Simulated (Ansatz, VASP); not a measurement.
**Two plane-wave programs on AlCu**

```
CELL_PARAMETERS angstrom
2.91534 0.00000 0.00000
0.00000 2.91534 0.00000
0.00000 0.00000 2.91534
ATOMIC_POSITIONS crystal
Al 0.00000 0.00000 0.00000
Cu 0.50000 0.50000 0.50000
```

Alike in both runs: task single point; functional PBEsol; k mesh 8 × 8 × 8; occupations fermi-dirac, width 0.05 eV; no spin polarisation.

```csv
,VASP,Ansatz
version,VASP 6.6.1,Ansatz 0.2.0
potentials or method,"VASP PAW PBE potentials, release 64 (Al, Cu), cutoff 520 eV","plane waves, PAW"
valence electrons in the cell,14,22
```

VASP gave:

| Quantity | Value |
| --- | --- |
| pressure (GPa) | 7.0 |

Q: Estimate Ansatz's values.

A: Pressure (GPa): 6.2.

VASP's potentials were made for PBE, not for PBEsol. With one functional, cell and mesh, what is left measures potentials, basis and numerics. VASP's potentials hold 14 valence electrons a cell and Ansatz's 22, so a difference there can come from the potentials and not from the codes.
